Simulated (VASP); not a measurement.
SrCl2:

```
CELL_PARAMETERS angstrom
0.00000 3.49772 3.49772
3.49772 0.00000 3.49772
3.49772 3.49772 0.00000
ATOMIC_POSITIONS crystal
Sr 0.00000 0.00000 0.00000
Cl 0.25000 0.25000 0.25000
Cl 0.75000 0.75000 0.75000
```

Base run:

| Item | Value |
| --- | --- |
| Program | VASP 6.6.1 |
| Functional | PBE |
| Potentials or basis | VASP PAW PBE potentials, release 64 (Sr_sv, Cl) |
| Cutoff | 520 eV |
| k mesh | 4 × 4 × 4 |
| Occupations | gaussian, width 0.01 eV |
| Spin | no spin polarisation |

Its results: band gap on the k mesh 5.31 eV, indirect (least direct gap 5.51 eV); pressure 0.8 GPa.

Question: The run is repeated on the same cell with these changes: functional from PBE to r2SCAN. What comes out?

Answer: Band gap on the k mesh 5.94 eV, indirect (least direct gap 5.99 eV); pressure 0.0 GPa.

r2SCAN gives the wider gap, since meta-GGAs in the generalised Kohn-Sham scheme recover part of the derivative discontinuity.

Caveats: the PAW data sets were made with another functional, which shifts forces and pressure a little (some runs).

A k mesh can miss the band edges.
